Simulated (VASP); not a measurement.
# MoS2: single point with PBE+D3(BJ)

Crystal: MoS2.

```
Mo S
1.0
     1.57657    0.91024    5.13420
    -1.57657    0.91024    5.13420
     0.00000   -1.82047    5.13420
Mo S
1 2
Direct
  0.00002 0.00002 0.00002
  0.75354 0.75354 0.75354
  0.57975 0.57975 0.57975
```

```yaml
Program: VASP 6.6.1
Task: single point
Functional: PBE
Dispersion: D3(BJ)
Potentials_or_basis: VASP PAW PBE potentials, release 64 (Mo_sv, S)
Cutoff: 520 eV
k_mesh: 12 × 12 × 12
Occupations: gaussian, width 0.05 eV
Spin: no spin polarisation
Dipole_correction: no
Further_INCAR_settings: ALGO = Normal; EDIFF = 1e-06; NBANDS = 20
```

- Pressure: 35.6 GPa
- Largest force: 4.844 eV/Å
- Band gap on the k mesh: zero (bands 13 and 14 overlap by 1.26 eV)
- Dispersion energy per atom: -0.518 eV

Forces on the atoms (eV/Å):
```
Mo   0.000  0.000  0.042
S    0.000  0.000  4.802
S    0.000  0.000 -4.844
```

Stress tensor (GPa, compression positive):
```
25.68  0.00  0.00
 0.00 25.68  0.00
 0.00  0.00 55.54
```

Levels at points of the mesh, in eV from the Fermi level:
```csv
k point,band 9,band 10,band 11,band 12,band 13,band 14,band 15,band 16,band 17,band 18
"(0.00, 0.00, 0.00)",-5.44,-3.90,-3.90,-0.88,0.25,1.32,1.32,2.76,2.76,4.45
"(0.50, 0.00, 0.00)",-5.80,-5.70,-2.86,-2.23,-1.88,0.88,1.35,3.38,3.57,5.66
"(0.50, 0.50, 0.00)",-5.63,-5.42,-3.41,-3.15,-2.03,0.64,1.42,2.95,4.75,6.02
"(0.50, 0.50, 0.50)",-5.50,-3.88,-3.78,-3.78,0.82,1.65,1.65,2.21,2.21,4.22
```

It took 9.8 min on 1 thread of Intel Xeon 8259CL (shared host), peak memory 0.37 GiB.

Caveat: the cell stands under pressure; forces of over 1 eV/Å act on the atoms, so gaps and moduli don't describe the material at rest.
